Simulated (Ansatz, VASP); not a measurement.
## Two plane-wave programs on ZnS

The input POSCAR:

```
ZnS
1.0
    1.9036300233      1.0990613064      9.3541347988
   -1.9036300233      1.0990613064      9.3541347988
    0.0000000000     -2.1981226128      9.3541347988
Zn S
3 3
Direct
    0.9999789174      0.9999789174      0.9999789174
    0.2222813885      0.2222813885      0.2222813885
    0.4445836769      0.4445836769      0.4445836769
    0.0832619665      0.0832619665      0.0832619665
    0.5278285134      0.5278285134      0.5278285134
    0.3053915373      0.3053915373      0.3053915373
```

File INCAR.step1:

```
SYSTEM = ZnS
ALGO     = Normal         ! electronic algorithm
EDIFF    = 1E-4           ! SCF threshold, eV
ENCUT    = 520            ! plane-wave cutoff, eV
GGA      = PE             ! functional
ISMEAR   = 0              ! smearing method
LASPH    = .True.         ! aspherical terms in the spheres
LCHARG   = .False.        ! write CHGCAR
LREAL    = .False.        ! projectors in reciprocal space
LWAVE    = .True.         ! write WAVECAR
NBANDS   = 36             ! bands
NELM     = 80             ! most SCF steps
PREC     = Accurate       ! precision mode
SIGMA    = 0.02           ! smearing width, eV
```

File INCAR.step2:

```
SYSTEM = ZnS
ALGO     = Normal         ! electronic algorithm
EDIFF    = 1E-7           ! SCF threshold, eV
ENCUT    = 520            ! plane-wave cutoff, eV
ISIF     = 2              ! what is computed and relaxed
ISMEAR   = 0              ! smearing method
ISTART   = 1            
LASPH    = .True.         ! aspherical terms in the spheres
LCHARG   = .False.        ! write CHGCAR
LMIXTAU  = .True.       
LREAL    = .False.        ! projectors in reciprocal space
LWAVE    = .False.        ! write WAVECAR
METAGGA  = R2SCAN         ! meta-GGA
NBANDS   = 36             ! bands
NELM     = 80             ! most SCF steps
PREC     = Accurate       ! precision mode
SIGMA    = 0.02           ! smearing width, eV
```

File KPOINTS:

```
k-points
0
Gamma
  6 6 6
  0 0 0
```

Input for Ansatz:

```yaml
crystal:
  lattice:
    - [1.9036300233, 1.0990613064, 9.3541347988]
    - [-1.9036300233, 1.0990613064, 9.3541347988]
    - [0.0, -2.1981226128, 9.3541347988]
  atoms:
    - { symbol: Zn, position: [0.9999789174, 0.9999789174, 0.9999789174] }
    - { symbol: Zn, position: [0.2222813885, 0.2222813885, 0.2222813885] }
    - { symbol: Zn, position: [0.4445836769, 0.4445836769, 0.4445836769] }
    - { symbol: S, position: [0.0832619665, 0.0832619665, 0.0832619665] }
    - { symbol: S, position: [0.5278285134, 0.5278285134, 0.5278285134] }
    - { symbol: S, position: [0.3053915373, 0.3053915373, 0.3053915373] }
basis:
  ecutwfc: 500
kpoints:
  mp_grid: { grid: [6, 6, 6] }
  band_path: { path: [VBM, CBM], npoints: 2 }
hamiltonian:
  xc: r2scan
scf:
  occupations: { method: gaussian, width: 0.02 }
output:
  forces: true
  stress: true
  eigenvalues: true
```

Alike in both runs: task single point; functional r2SCAN; k mesh 6 × 6 × 6; occupations gaussian, width 0.02 eV; no spin polarisation.

|  | VASP | Ansatz |
| --- | --- | --- |
| version | VASP 6.6.1 | Ansatz 0.2.0 |
| potentials or method | VASP PAW PBE potentials, release 64 (Zn, S), cutoff 520 eV | scalar-relativistic, plane waves, PAW |
| valence electrons in the cell | 54 | 54 |

Ansatz gave:

* gap on the k mesh at the Fermi level (eV): 2.75
* least direct gap on the mesh (eV): 2.75
* pressure (GPa): 0.0

Task: Estimate VASP's values.

Result: gap on the k mesh at the Fermi level (eV): 2.76; least direct gap on the mesh (eV): 2.76; pressure (GPa): 0.1.

VASP's potentials were made for PBE, not for r2SCAN.
